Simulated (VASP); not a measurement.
Here is a VASP 6.6.1 calculation.

Contents of INCAR:

```
SYSTEM = HfMoC2
ALGO = Normal
EDIFF = 1E-6
ENCUT = 520
GGA = PS
ISIF = 2
ISMEAR = -1
LASPH = .TRUE.
LCHARG = .TRUE.
LELF = .TRUE.
LREAL = .FALSE.
LVHAR = .TRUE.
LWAVE = .FALSE.
NBANDS = 24
NELM = 80
PREC = Accurate
SIGMA = 0.05
```

KPOINTS

```
k-points
0
G
  8 8 6
  0 0 0
```

File POSCAR:

```
HfMoC2
1.0
    3.1262736378      0.0000000000      0.0000000000
    0.0000000000      3.1262736378      0.0000000000
    0.0000000000      0.0000000000      4.3936043497
Hf Mo C
1 1 2
Direct
    0.0000000000      0.0000000000      0.0000000000
    0.5000000000      0.5000000000      0.5000000000
    0.5000000000      0.5000000000      0.0000000000
    0.0000000000      0.0000000000      0.5000000000
```

Potentials or basis: VASP PAW PBE potentials, release 64 (Hf_pv, Mo_sv, C).

Command:

```console
$ cat potpaw_PBE.64/Hf_pv/POTCAR potpaw_PBE.64/Mo_sv/POTCAR potpaw_PBE.64/C/POTCAR > POTCAR
$ mpirun -np 1 vasp_std > vasp.out
```

Question: Predict the pressure.

Answer: 9.7 GPa.

Question: Estimate the band gap on the k mesh.

Answer: Zero (band 16 reaches 11.28 eV, above the bottom of band 17 at 8.36 eV).

Stress tensor (GPa, compression positive):
```
11.28  0.00  0.00
 0.00 11.28  0.00
 0.00  0.00  6.58
```

Caveat: the PAW data sets were made with another functional, which shifts forces and pressure a little; spin-orbit coupling is left out, which moves the levels of the heavy elements.
